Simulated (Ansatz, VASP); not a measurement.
# One calculation of EuNi3, two programs

Contents of INCAR:

```
SYSTEM = EuNi3
  PREC = Accurate
  ENCUT = 520
  EDIFF = 1E-7
  ISMEAR = -1
  SIGMA = 0.05
  LREAL = .False.
  LASPH = .True.
  NELM = 150
  ALGO = Normal
  ISIF = 2
  LWAVE = .False.
  LCHARG = .False.
  ISPIN = 2
  MAGMOM = 7 1 1 1
  LORBIT = 11
  LMAXMIX = 6
  GGA = PE
  NBANDS = 36
```

The input KPOINTS:

```
Automatic mesh
0
Gamma
  7 7 7
  0 0 0
```

File POSCAR:

```
EuNi3
1.0
    3.9136725914      0.0000000000      0.0000000000
    0.0000000000      3.9136725914      0.0000000000
    0.0000000000      0.0000000000      3.9136725914
Eu Ni
1 3
Direct
    0.0000000000      0.0000000000      0.0000000000
    0.5000000000      0.0000000000      0.5000000000
    0.0000000000      0.5000000000      0.5000000000
    0.5000000000      0.5000000000      0.0000000000
```

The input input.yaml:

```yaml
crystal:
  lattice:
    - [3.9136725914, 0.0, 0.0]
    - [0.0, 3.9136725914, 0.0]
    - [0.0, 0.0, 3.9136725914]
  atoms:
    - { symbol: Eu, position: [0.0, 0.0, 0.0], spin: 7.0 }
    - { symbol: Ni, position: [0.5, 0.0, 0.5], spin: 1.0 }
    - { symbol: Ni, position: [0.0, 0.5, 0.5], spin: 1.0 }
    - { symbol: Ni, position: [0.5, 0.5, 0.0], spin: 1.0 }
hamiltonian:
  xc: pbe
  pseudopotentials: { kind: paw }
magnetization:
  spin_polarized: true
kpoints:
  mp_grid: { grid: [7, 7, 7] }
scf:
  occupations: { method: fermi_dirac, width: 0.05 }
output:
  forces: true
  stress: true
  eigenvalues: true
```

Alike in both runs: task single point; functional PBE; k mesh 7 × 7 × 7; occupations fermi-dirac, width 0.05 eV; collinear spin.

```csv
,VASP,Ansatz
version,VASP 6.6.1,Ansatz 0.2.0
potentials or method,"VASP PAW PBE potentials, release 64 (Eu, Ni)",Ansatz PAW
plane-wave cutoff (eV),520,420
valence electrons in the cell,47,71
```

```csv
,VASP,Ansatz,Ansatz less VASP
gap on the k mesh at the Fermi level (eV),none,none,-
pressure (GPa),-0.4,-0.6,-0.18
net moment per atom (μB),1.49,1.48,-0.008
size of the moment on the site where the two differ most (μB),6.31,6.36,+0.052
```

Site moments also hang on the region over which each program counts them. A gap of «none» marks a metal or a gap that the smearing closes. VASP's potentials hold 47 valence electrons a cell and Ansatz's 71, so a difference there can come from the potentials and not from the codes.

Spin-orbit coupling is off throughout.
